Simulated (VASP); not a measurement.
The system is Mg2Si3N3.

```
Mg Si N
1.0
     3.33500   -3.33500    0.00000
     3.33500    3.33500    0.00000
     0.00000    0.00000    4.72000
Mg Si N
2 3 3
Cartesian
  3.3350 -1.6675 3.5400
  3.3350 1.6675 3.5400
  1.6675 0.0000 1.1800
  0.0000 0.0000 0.0000
  5.0025 0.0000 1.1800
  3.3350 0.0000 0.0000
  1.6675 -1.6675 2.3600
  1.6675 1.6675 2.3600
```

```yaml
Program: VASP 6.6.1
Task: relaxation of cell and atoms
Functional: PBE
Potentials_or_basis: VASP PAW PBE potentials, release 64 (Mg, Si, N)
Cutoff: 600 eV
k_mesh: 4 × 4 × 4
Occupations: gaussian, width 0.2 eV
Spin: no spin polarisation
```

At the start: pressure 11.4 GPa; volume 13.12 Å³/atom.

Q: How do energy, volume and symmetry change on relaxing?

A: Over 18 steps the energy falls by 711.8 meV/atom and the volume is 13.98 Å³/atom (+6.5 %); space group Cmm2 (No. 35, to 0.1 Å) before and after.

The path:
```tsv
step	energy change (eV)	largest force (eV/Å)	pressure (GPa)	volume (Å³)
1	0.0000	6.9292	11.44	104.99
2	-3.7552	2.0223	-10.68	119.84
3	-3.9439	2.6855	-8.42	116.34
4	-4.8723	0.9895	1.76	106.38
5	-4.8857	1.1174	3.41	105.30
6	-5.3058	0.9880	2.39	106.63
7	-5.4028	0.8793	2.33	107.48
8	-5.5737	0.8460	-2.63	111.75
9	-5.5755	0.7754	-2.21	111.33
10	-5.6607	0.3303	0.99	109.56
11	-5.6615	0.3066	0.69	109.71
12	-5.6768	0.2926	0.34	110.47
13	-5.6771	0.3198	0.28	110.61
14	-5.6880	0.1856	-0.29	111.55
15	-5.6887	0.2365	-0.47	111.86
16	-5.6926	0.1404	0.29	111.55
17	-5.6926	0.1276	0.22	111.57
18	-5.6947	0.0608	0.10	111.82
```

Final structure:
```xyz
8
Lattice="3.4024 -2.9616 0.0000 3.4024 2.9616 0.0000 0.0000 0.0000 5.5485" Properties=species:S:1:pos:R:3 pbc="T T T"
Mg    3.4024   -1.4897    3.7823
Mg    3.4024    1.4897    3.7823
Si    1.8869    0.0000    1.5440
Si    6.8048    0.0000    0.2438
Si    4.9179    0.0000    1.5440
N     3.4024    0.0000    0.6005
N     5.1036    1.4808    2.5744
N     5.1036   -1.4808    2.5744
```

Caveat: a cell axis changed by over 15 % at a fixed basis, so the end point is rough; the relaxation stopped at a loose force limit of 0.08 eV/Å, so its end isn't a converged minimum.
